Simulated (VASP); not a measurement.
The system is CaZr2N3.

```
Ca Zr N
1.0
     5.13241    0.00000    0.00000
    -2.56620    4.44479    0.00000
     0.00000    0.00000    3.98194
Ca Zr N
1 2 3
Direct
  0.00000 0.00000 0.00000
  0.33333 0.66667 0.00000
  0.66667 0.33333 0.00000
  0.50000 0.00000 0.50000
  0.50000 0.50000 0.50000
  0.00000 0.50000 0.50000
```

The cell was generated, and may not be a known phase.

* Program: VASP 6.6.1
* Task: relaxation of cell and atoms
* Functional: PBE
* Potentials or basis: VASP PAW PBE potentials, release 64 (Ca_sv, Zr_sv, N)
* Cutoff: 600 eV
* k mesh: 6 × 6 × 4
* Occupations: gaussian, width 0.1 eV
* Spin: no spin polarisation

At the start: pressure -8.9 GPa; volume 15.14 Å³/atom.

**Question.** Where does the relaxation end?

**Answer.** Over 8 steps the energy falls by 1564.8 meV/atom and the volume is 14.35 Å³/atom (-5.2 %); space group P6/mmm (No. 191, to 0.1 Å) before and after.

The path:
```tsv
step	energy change (eV)	largest force (eV/Å)	pressure (GPa)	volume (Å³)
1	0.0000	0.0000	-8.85	90.84
2	-8.7118	0.0000	19.44	77.18
3	-8.7141	0.0000	21.63	76.69
4	-8.6321	0.0000	-8.36	93.71
5	-9.3246	0.0000	4.12	84.55
6	-9.3256	0.0000	4.58	84.29
7	-9.3217	0.0000	-4.41	88.00
8	-9.3885	0.0000	-0.14	86.12
```

Final structure:
```
Ca Zr N
1.0
     5.77725    0.00000    0.00000
    -2.88863    5.00325    0.00000
     0.00000    0.00000    2.97924
Ca Zr N
1 2 3
Cartesian
  0.0000 0.0000 0.0000
  0.0000 3.3355 0.0000
  2.8886 1.6677 0.0000
  2.8886 0.0000 1.4896
  1.4443 2.5016 1.4896
  -1.4443 2.5016 1.4896
```

Caveat: the k points lie up to 0.53 Å⁻¹ apart in the final cell, too coarse for converged energies and pressures of a metal; a cell axis changed by over 15 % at a fixed basis, so the end point is rough; an odd number of electrons without spin polarisation forces a metal; a magnetic or distorted state may lie lower.
